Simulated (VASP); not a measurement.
# CoSi2 (AlB2 type) (P6/mmm) in VASP: a series of runs, part 3 of 3

VASP 6.6.1. Earlier steps stand in the parts before.

**5. Relaxation of shape and atoms at fixed volume, PBE**

This run uses another cell than the first one, of 11.79 Å³/atom, 1.306 times its volume.

The input, INCAR:

```
ALGO = Normal
EDIFF = 1E-6
EDIFFG = -0.005
ENCUT = 600
GGA = PE
IBRION = 2
ISIF = 4
ISMEAR = -1
LASPH = True
LCHARG = False
LREAL = False
LWAVE = False
NELM = 100
NSW = 50
PREC = Accurate
SIGMA = 0.08
```

The input, KPOINTS:

```
k-points
0
Gamma
  10 10 8
```

The input, POSCAR:

```
CoSi2
1.0
    4.0706678953      0.0000000000      0.0000000000
   -2.0353339477      3.5253018077      0.0000000000
    0.0000000000      0.0000000000      2.4649840953
Co Si
1 2
Direct
    0.0000000000      0.0000000000      0.0000000000
    0.3333333333      0.6666666667      0.5000000000
    0.6666666667      0.3333333333      0.5000000000
```

Potentials or basis: VASP PAW PBE potentials, release 64 (Co, Si).

On the command line:

```console
cat potpaw_PBE.64/Co/POTCAR potpaw_PBE.64/Si/POTCAR > POTCAR
mpirun -np 1 vasp_std > vasp.out
```

OUTCAR:

```text
EDIFF = 1E-6
   EDIFFG = -0.005
   ENCUT = 600
   GGA = PE
   IBRION = 2
   ISIF = 4
   ISMEAR = -1
   LASPH = True
   LREAL = False
   NELM = 100
   NSW = 50
   PREC = Accurate

 ion  position               nearest neighbor table
   1  0.000  0.000  0.000-   2 2.65   3 2.65   2 2.65   3 2.65   3 2.65   3 2.65   2 2.65   2 2.65
                             3 2.65   3 2.65   2 2.65   2 2.65
   2  0.333  0.667  0.500-   3 2.35   3 2.35   3 2.35   1 2.65   1 2.65   1 2.65   1 2.65   1 2.65
                             1 2.65
   3  0.667  0.333  0.500-   2 2.35   2 2.35   2 2.35   1 2.65   1 2.65   1 2.65   1 2.65   1 2.65
                             1 2.65

  LATTYP: Found a hexagonal cell.
 ALAT       =     4.0706678953
 C/A-ratio  =     0.6055478262

  Lattice vectors:

 A1 = (   4.0706678953,   0.0000000000,   0.0000000000)
 A2 = (  -2.0353339477,   3.5253018077,   0.0000000000)
 A3 = (   0.0000000000,   0.0000000000,   2.4649840953)

Analysis of symmetry for initial positions (statically):
=====================================================================
 Subroutine PRICEL returns:
 Original cell was already a primitive cell.

 Routine SETGRP: Setting up the symmetry group for a
 hexagonal supercell.

 Subroutine GETGRP returns: Found 24 space group operations
 (whereof 24 operations were pure point group operations)
 out of a pool of 24 trial point group operations.

The static configuration has the point symmetry D_6h.

Analysis of symmetry for dynamics (positions and initial velocities):
=====================================================================
 Subroutine PRICEL returns:
 Original cell was already a primitive cell.

 Routine SETGRP: Setting up the symmetry group for a
 hexagonal supercell.

 Subroutine GETGRP returns: Found 24 space group operations
 (whereof 24 operations were pure point group operations)
 out of a pool of 24 trial point group operations.

The dynamic configuration has the point symmetry D_6h.

 Subroutine INISYM returns: Found 24 space group operations
 (whereof 24 operations are pure point group operations),
 and found     1 'primitive' translations

----------------------------------------------------------------------------------------

                                     Primitive cell

  volume of cell :      35.3733

  direct lattice vectors                    reciprocal lattice vectors
     4.070667895  0.000000000  0.000000000     0.245659932  0.141831828  0.000000000
    -2.035333948  3.525301808  0.000000000     0.000000000  0.283663656  0.000000000
     0.000000000  0.000000000  2.464984095     0.000000000  0.000000000  0.405682131

  length of vectors
     4.070667895  4.070667895  2.464984095     0.283663656  0.283663656  0.405682131

  position of ions in fractional coordinates (direct lattice)
     0.000000000  0.000000000  0.000000000
     0.333333333  0.666666667  0.500000000
     0.666666667  0.333333333  0.500000000

  ion indices of the primitive-cell ions
   primitive index   ion index
                 1           1
                 2           2
                 3           3

[... 54 lines left out ...]
   number of dos      NEDOS =    301   number of ions     NIONS =      3
   total plane-waves  NPLWV =  25920
   dimension x,y,z NGX =    36 NGY =   36 NGZ =   20
   dimension x,y,z NGXF=    72 NGYF=   72 NGZF=   40
   ions per type =               1   2
   NGX,Y,Z   is equivalent  to a cutoff of  14.70, 14.70, 13.49 a.u.
   NGXF,Y,Z  is equivalent  to a cutoff of  29.40, 29.40, 26.98 a.u.
 SYSTEM =  unknown system
   PREC   = accura    normal or accurate (medium, high low for compatibility)
   ISTART =      0    job   : 0-new  1-cont  2-samecut
   ICHARG =      2    charge: 1-file 2-atom 10-const
   ISPIN  =      1    spin polarized calculation?
   LNONCOLLINEAR =      F non collinear calculations
   LSORBIT =      F    spin-orbit coupling
   LASPH  =      T    aspherical Exc in radial PAW
   ENCUT  =  600.0 eV  44.10 Ry    6.64 a.u.   8.13  8.13  4.92*2*pi/ulx,y,z
   NELM   =    100;   NELMIN=  2; NELMDL= -5     # of ELM steps
   EDIFF  = 0.1E-05   stopping-criterion for ELM
   LREAL  =      F    real-space projection
   EDIFFG = -.5E-02   stopping-criterion for IOM
   NSW    =     50    number of steps for IOM
   IBRION =      2    ionic relax: 0-MD 1-quasi-New 2-CG
   NFREE  =      1    steps in history (QN), initial steepest desc. (CG)
   ISIF   =      4    stress and relaxation
   ISYM   =      2    0-nonsym 1-usesym 2-fastsym
   POTIM  = 0.5000    time-step for ionic-motion
   TEBEG  =    0.0;   TEEND  =   0.0 temperature during run
   PSTRESS=    0.0 pullay stress
   NELECT =      17.0000    total number of electrons
   NUPDOWN=      -1.0000    fix difference up-down
   EMIN   =  10.00;   EMAX   =-10.00  energy-range for DOS
   EFERMI =   0.00;   METHOD = LEGACY
   ISMEAR =    -1;   SIGMA  =   0.08  broadening in eV -4-tet -1-fermi 0-gaus
   EFERMI_NEDOS =   21; number of points for ismear=-14 and -15
   IALGO  =     38    algorithm
   IMIX   =      4    mixing-type and parameters
     AMIX     =   0.40;   BMIX     =  1.00
     AMIX_MAG =   1.60;   BMIX_MAG =  1.00
  volume/ion in A,a.u.               =      11.79        79.57
  Fermi-wavevector in a.u.,A,eV,Ry     =   1.282328  2.423248 22.372943  1.644365
  Thomas-Fermi vector in A             =   2.414646
   LORBIT       =      0    0 simple, 1 ext, 2 COOP (PROOUT), +10 PAW based schemes
   GGA     = PE    functional components
   LHFCALC =     F    Hartree Fock is set to
   AEXX    =    0.0000 exact exchange contribution
   IVDW    =     0    specifies the selected vdW correction
   LEPSILON=     F    determine dielectric tensor
   LRPA    =     F    only Hartree local field effects (RPA)
 conjugate gradient relaxation of ions
 non-spin polarized calculation
  energy-cutoff  :      600.00
  volume of cell :       35.37
 maximum number of plane-waves:      1196
 NGX is ok and might be reduce to    36
   NGX = 17   NGY = 17   NGZ =  9

--------------------------------------- Ionic step        1  -------------------------------------------

 number of electron      17.0000003 magnetization

 Free energy of the ion-electron system (eV)
  ---------------------------------------------------
  ext. energy  EPLUGINS =         0.00000000
  ---------------------------------------------------
  free energy    TOTEN  =       -16.92020199 eV

  energy without entropy =      -16.85622978  energy(sigma->0) =      -16.88821589

------------------------ aborting loop because EDIFF is reached ----------------------------------------

  FORCE on cell =-STRESS in cart. coord.  units (eV):
  Direction    XX          YY          ZZ          XY          YZ          ZX
  --------------------------------------------------------------------------------------
  -------------------------------------------------------------------------------------
  Total        2.1990918      2.1990918      2.3596844     -0.0000000      0.0000000      0.0000000
  in kB       99.6042424     99.6042424    106.8780230     -0.0000000      0.0000000      0.0000000
  external PRESSURE =     102.0288360 kB  Pullay stress =       0.0000000 kB
[... 61 lines left out ...]
--------------------------------------- Ionic step        3  -------------------------------------------

 number of electron      17.0000002 magnetization

 Free energy of the ion-electron system (eV)
  ---------------------------------------------------
  ext. energy  EPLUGINS =         0.00000000
  ---------------------------------------------------
  free energy    TOTEN  =       -16.92038353 eV

  energy without entropy =      -16.85649947  energy(sigma->0) =      -16.88844150

 E-fermi :  11.9498     XC(G=0): -12.3178

 val. band max:       11.9413479030   @ k =   0.1000  -0.0000   0.2500
 cond. band min:      11.9533215777   @ k =   0.4000   0.1000   0.5000
 fundamental gap:      0.0119736747
 Fermi energy:        11.9497727822

 k-point     1 :       0.0000    0.0000    0.0000
  band No.  band energies     occupation
      1      -2.8164      2.00000
      2       6.1472      2.00000
      3       6.1472      2.00000
      4       7.7072      2.00000
      5       8.6641      2.00000
      6      10.1071      2.00000
      7      10.1071      2.00000
      8      11.3225      1.99921
      9      11.3225      1.99921
     10      12.3829      0.00886
     11      12.3829      0.00886
     12      15.7705      0.00000
[... 331 lines left out ...]
 k-point    24 :       0.4000    0.1000    0.1250
  band No.  band energies     occupation
      1      -0.3560      2.00000
      2       1.2362      2.00000
      3       5.1301      2.00000
      4       7.8598      2.00000
      5       9.6902      2.00000
      6       9.8061      2.00000
      7      10.8600      2.00000
      8      11.1538      1.99990
      9      12.1487      0.15360
     10      15.5307      0.00000
     11      16.4282      0.00000
     12      17.7479      0.00000

 [... further k-points ...]
[... 5 lines left out ...]
  --------------------------------------------------------------------------------------
  -------------------------------------------------------------------------------------
  Total        2.2685717      2.2685717      2.2661188     -0.0000000     -0.0000000      0.0000000
  in kB      102.7512211    102.7512211    102.6401205     -0.0000000     -0.0000000      0.0000000
  external PRESSURE =     102.7141876 kB  Pullay stress =       0.0000000 kB
[... 18 lines left out ...]
  FREE ENERGIE OF THE ION-ELECTRON SYSTEM (eV)
  ---------------------------------------------------
  free  energy   TOTEN  =       -16.9203835292 eV

  energy  without entropy=      -16.8564994732  energy(sigma->0) =      -16.88844150

 reached required accuracy - stopping structural energy minimisation
```

OSZICAR:

```text
N       E                     dE             d eps       ncg     rms          rms(c)
DAV:   1     0.738573758245E+02    0.73857E+02   -0.77989E+03  1688   0.154E+03
DAV:   2    -0.137348171139E+02   -0.87592E+02   -0.82355E+02  1692   0.272E+02
DAV:   3    -0.188575913457E+02   -0.51228E+01   -0.45683E+01  2204   0.669E+01
DAV:   4    -0.190150182929E+02   -0.15743E+00   -0.15604E+00  1972   0.109E+01
[... 19 lines left out ...]
DAV:   1    -0.169204162401E+02   -0.44478E-04   -0.12519E-03  1852   0.327E-01    0.386E-02
DAV:   2    -0.169204024543E+02    0.13786E-04   -0.78419E-05  2356   0.162E-01    0.348E-02
DAV:   3    -0.169203956994E+02    0.67550E-05   -0.92923E-05  2268   0.194E-01    0.273E-02
DAV:   4    -0.169203836310E+02    0.12068E-04   -0.23636E-05  2320   0.897E-02    0.203E-03
DAV:   5    -0.169203835292E+02    0.10181E-06   -0.92399E-07   884   0.104E-02
   3 F= -.16920384E+02 E0= -.16888442E+02  d E =-.181538E-03
```

It took 27 s on 1 thread of Intel Xeon 6975P-C (Granite Rapids), shared host; peak memory 0.19 GiB.

Results:

| Item | Value |
| --- | --- |
| Free energy | -16.9204 eV |
| Energy gained by relaxing | 0.1 meV/atom |
| Ionic steps | 3 |
| Pressure after relaxing | 10.3 GPa |

The path:
```
step  energy change (eV)  largest force (eV/Å)  pressure (GPa)  volume (Å³)
   1              0.0000                0.0000           10.20        35.37
   2             -0.0002                0.0000           10.31        35.37
   3             -0.0002                0.0000           10.27        35.37
```

Final structure:
```yaml
crystal:
  lattice:
    - [4.06602, 0.00000, 0.00000]
    - [-2.03301, 3.52128, 0.00000]
    - [0.00000, 0.00000, 2.47062]
  atoms:
    - { symbol: Co, position: [0.00000, 0.00000, 0.00000] }
    - { symbol: Si, position: [0.33333, 0.66667, 0.50000] }
    - { symbol: Si, position: [0.66667, 0.33333, 0.50000] }
```

Spin polarisation is off, so any magnetic state and its effect on volume and gap are missing.

**6. Summary**

```tsv
cell	gap on the mesh (eV)	pressure (GPa)
relaxed from a = 3.724, b = 3.724, c = 2.255 Å, angles 90.0, 90.0, 120.0°, 3 atoms	none	100.4
relaxed from a = 3.858, b = 3.858, c = 2.336 Å, angles 90.0, 90.0, 120.0°, 3 atoms	none	53.8
relaxed from a = 3.982, b = 3.982, c = 2.411 Å, angles 90.0, 90.0, 120.0°, 3 atoms	none	24.8
relaxed from a = 4.071, b = 4.071, c = 2.465 Å, angles 90.0, 90.0, 120.0°, 3 atoms	none	10.3
```

Alike in all rows: task relaxation of shape and atoms at fixed volume; level PBE; potentials or basis VASP PAW PBE potentials, release 64 (Co, Si); no spin polarisation; k mesh 10 × 10 × 8; cutoff (eV) 600; smearing fermi-dirac 0.08 eV.

Absolute energies hang on the potentials; compare differences alone.
